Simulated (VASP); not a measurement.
Write the native input for VASP 6.6.1 that does the following.

```
Task                   : single point
Functional             : PBE
Potentials or basis    : VASP PAW PBE potentials, release 64 (B, Se)
Cutoff                 : 520 eV
k mesh                 : 4 × 4 × 4
Occupations            : gaussian, width 0.1 eV
Spin                   : no spin polarisation
Dipole correction      : no
Further INCAR settings : ALGO = Normal; EDIFF = 1e-06; NBANDS = 18
```

The structure of BSe3 lies in POSCAR:

```
BSe3
1.0
    4.1961926053      0.0000000000      0.0000000000
    0.0000000000      4.1961926053      0.0000000000
    0.0000000000      0.0000000000      4.1961926053
B Se
1 3
Direct
    0.0000000000      0.0000000000      0.0000000000
    0.0000000000      0.5000000000      0.5000000000
    0.5000000000      0.0000000000      0.5000000000
    0.5000000000      0.5000000000      0.0000000000
```

One way to write it, as run:

INCAR

```
SYSTEM = BSe3
ALGO     = Normal         ! electronic algorithm
EDIFF    = 1E-6           ! SCF threshold, eV
ENCUT    = 520            ! plane-wave cutoff, eV
GGA      = PE             ! functional
ISIF     = 2              ! what is computed and relaxed
ISMEAR   = 0              ! smearing method
LASPH    = .True.         ! aspherical terms in the spheres
LCHARG   = .False.        ! write CHGCAR
LREAL    = .False.        ! projectors in reciprocal space
LWAVE    = .False.        ! write WAVECAR
NBANDS   = 18             ! bands
NELM     = 60             ! most SCF steps
PREC     = Accurate       ! precision mode
SIGMA    = 0.1            ! smearing width, eV
```

KPOINTS

```
k-points
0
Gamma
  4 4 4
  0 0 0
```

Potentials or basis: VASP PAW PBE potentials, release 64 (B, Se).

Command:

```bash
$ cat potpaw_PBE.64/B/POTCAR potpaw_PBE.64/Se/POTCAR > POTCAR
$ mpirun -np 1 vasp_std > vasp.out
```

It gave:

```yaml
Pressure: 0.0 GPa
```

Caveat: the k points lie up to 0.37 Å⁻¹ apart.

Run time: 21 s on 1 thread of AMD EPYC 7R43 64-Core Processor (Zen 3), on a shared host, peak memory 0.14 GiB.
